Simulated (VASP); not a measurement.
Here is a VASP 6.6.1 calculation.

The input POSCAR:

```
NiO
1.0
    0.0000000000      2.1268120599      2.1268120599
    2.1268120599      0.0000000000      2.1268120599
    2.1268120599      2.1268120599      0.0000000000
Ni O
1 1
Direct
    0.0000000000      0.0000000000      0.0000000000
    0.5000000000      0.5000000000      0.5000000000
```

The input INCAR.step1:

```
PREC = Accurate ; ENCUT = 520
EDIFF = 1E-5 ; ISMEAR = -1
SIGMA = 0.05 ; LREAL = F
LASPH = T ; NELM = 150
ALGO = Normal ; ISIF = 2
LWAVE = T ; LCHARG = F
ISPIN = 2 ; MAGMOM = 1 0
LORBIT = 11 ; LMAXMIX = 4
NBANDS = 19 ; GGA = PE
```

File INCAR.step2:

```
PREC = Accurate ; ENCUT = 520
EDIFF = 1E-6 ; ISMEAR = -1
SIGMA = 0.05 ; LREAL = F
LASPH = T ; NELM = 150
ALGO = Normal ; ISIF = 2
LWAVE = F ; LCHARG = F
ISPIN = 2 ; MAGMOM = 1 0
LORBIT = 11 ; LMAXMIX = 4
GGA = PE ; LHFCALC = T
AEXX = 0.25 ; PRECFOCK = Normal
NBANDS = 19 ; ISTART = 1
```

File KPOINTS:

```
regular mesh
0
Gamma
  6 6 6
```

Potentials or basis: VASP PAW PBE potentials, release 64 (Ni, O).

Run with:

```sh
$ cat potpaw_PBE.64/Ni/POTCAR potpaw_PBE.64/O/POTCAR > POTCAR
$ cp INCAR.step1 INCAR
$ mpirun -np 1 vasp_std > vasp.out
$ cp INCAR.step2 INCAR
$ mpirun -np 1 vasp_std > vasp.out
```

Q: Estimate the band gap on the k mesh.

A: 3.89 eV (least direct gap 4.77 eV).

Q: Estimate the pressure.

A: -8.0 GPa.

Caveat: the k points lie up to 0.43 Å⁻¹ apart; the PAW data sets were made with another functional, which shifts forces and pressure a little; a cell with one magnetic atom can't hold antiferromagnetic order, which such compounds often take. A k mesh can miss the band edges.
